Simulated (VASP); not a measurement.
Input of a VASP 6.6.1 run:

INCAR

```
SYSTEM = MgO
ALGO = Normal
EDIFF = 1E-7
ENCUT = 520
GGA = PE
ISIF = 2
ISMEAR = -1
LASPH = .TRUE.
LCHARG = .TRUE.
LELF = .TRUE.
LREAL = .FALSE.
LVHAR = .TRUE.
LWAVE = .FALSE.
NBANDS = 11
NELM = 100
PREC = Accurate
SIGMA = 0.02
```

The input KPOINTS:

```
k-points
0
G
  10 10 10
  0 0 0
```

POSCAR

```
MgO
1.0
    0.0000000000      2.1021680189      2.1021680189
    2.1021680189      0.0000000000      2.1021680189
    2.1021680189      2.1021680189      0.0000000000
Mg O
1 1
Direct
    0.0000000000      0.0000000000      0.0000000000
    0.5000000000      0.5000000000      0.5000000000
```

Potentials or basis: VASP PAW PBE potentials, release 64 (Mg, O).

The run is started by

```sh
$ cat potpaw_PBE.64/Mg/POTCAR potpaw_PBE.64/O/POTCAR > POTCAR
$ mpirun -np 1 vasp_std > vasp.out
```

Q: What does it give for the band gap on the k mesh?

A: 4.78 eV, direct.

Q: Predict the pressure.

A: 4.9 GPa.
